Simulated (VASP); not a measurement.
A run of VASP 6.6.1 is set up as follows.

The input INCAR:

```
SYSTEM = Hf3B4
ALGO = Normal
EDIFF = 1E-6
ENCUT = 520
GGA = PE
ISIF = 2
ISMEAR = 0
LASPH = .TRUE.
LCHARG = .FALSE.
LREAL = .FALSE.
LWAVE = .FALSE.
NBANDS = 30
NELM = 80
PREC = Accurate
SIGMA = 0.2
```

File KPOINTS:

```
k-points
0
G
  6 6 6
  0 0 0
```

The input POSCAR:

```
Hf3B4
1.0
   -2.2097359460      2.2097359460      6.1878529474
    2.2097359460     -2.2097359460      6.1878529474
    2.2097359460      2.2097359460     -6.1878529474
Hf B
3 4
Direct
    0.0000000000      0.0000000000      0.0000000000
    0.7500000000      0.2500000000      0.5000000000
    0.2500000000      0.7500000000      0.5000000000
    0.0654963660      0.5654963660      0.5000000000
    0.5654963660      0.0654963660      0.5000000000
    0.9345036340      0.4345036340      0.5000000000
    0.4345036340      0.9345036340      0.5000000000
```

Potentials or basis: VASP PAW PBE potentials, release 64 (Hf_pv, B).

The run is started by

```bash
$ cat potpaw_PBE.64/Hf_pv/POTCAR potpaw_PBE.64/B/POTCAR > POTCAR
$ mpirun -np 1 vasp_std > vasp.out
```

**Question.** Estimate the band gap on the k mesh.

**Answer.** Zero (band 21 reaches 3.01 eV, above the bottom of band 22 at 2.37 eV).

**Question.** Predict the pressure.

**Answer.** 0.2 GPa.

Stress tensor (GPa, compression positive):
```
0.17 0.00 0.00
0.00 0.17 0.00
0.00 0.00 0.32
```

Caveat: spin-orbit coupling is left out, which moves the levels of the heavy elements.
